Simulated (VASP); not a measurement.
Crystal: TaSi2.

```
Ta Si
1.0
     4.78000    0.00000    0.00000
    -2.39000    4.13960    0.00000
     0.00000    0.00000    6.56400
Ta Si
3 6
Direct
  0.50000 0.00000 0.50000
  0.50000 0.50000 0.83333
  0.00000 0.50000 0.16667
  0.16665 0.33330 0.50000
  0.83335 0.16665 0.83333
  0.66670 0.83335 0.16667
  0.83335 0.66670 0.50000
  0.16665 0.83335 0.83333
  0.33330 0.16665 0.16667
```

| Property | Result |
| --- | --- |
| Program | VASP 6.6.1 |
| Task | relaxation of cell and atoms |
| Functional | PBE |
| Potentials or basis | VASP PAW PBE potentials, release 64 (Ta_pv, Si) |
| Cutoff | 600 eV |
| k mesh | 8 × 8 × 5 |
| Occupations | fermi-dirac, width 0.1 eV |
| Spin | no spin polarisation |

At the start: pressure 3.7 GPa; volume 14.43 Å³/atom.

**Question.** Where does the relaxation end?

**Answer.** Over 7 steps the energy falls by 19.2 meV/atom and the volume is 14.67 Å³/atom (+1.7 %); space group P6_222 (No. 180, to 0.1 Å) before and after.

The path:
```tsv
step	energy change (eV)	largest force (eV/Å)	pressure (GPa)	volume (Å³)
1	0.0000	0.7848	3.71	129.88
2	-0.0672	0.2546	-5.57	136.27
3	-0.1031	0.4435	-2.36	133.84
4	-0.1705	0.0663	-0.30	132.21
5	-0.1720	0.0048	0.09	131.93
6	-0.1726	0.0027	0.01	132.06
7	-0.1728	0.0005	0.04	132.03
```

Final structure:
```xyz
9
Lattice="4.8066 0.0000 0.0000 -2.4033 4.1626 0.0000 0.0000 0.0000 6.5986" Properties=species:S:1:pos:R:3 pbc="T T T"
Ta    2.4033    0.0000    3.2993
Ta    1.2017    2.0813    5.4989
Ta   -1.2017    2.0813    1.0998
Si    0.0000    1.3246    3.2993
Si    3.6595    0.6623    5.4989
Si    1.2562    3.5003    1.0998
Si    2.4033    2.8380    3.2993
Si   -1.2562    3.5003    5.4989
Si    1.1471    0.6623    1.0998
```
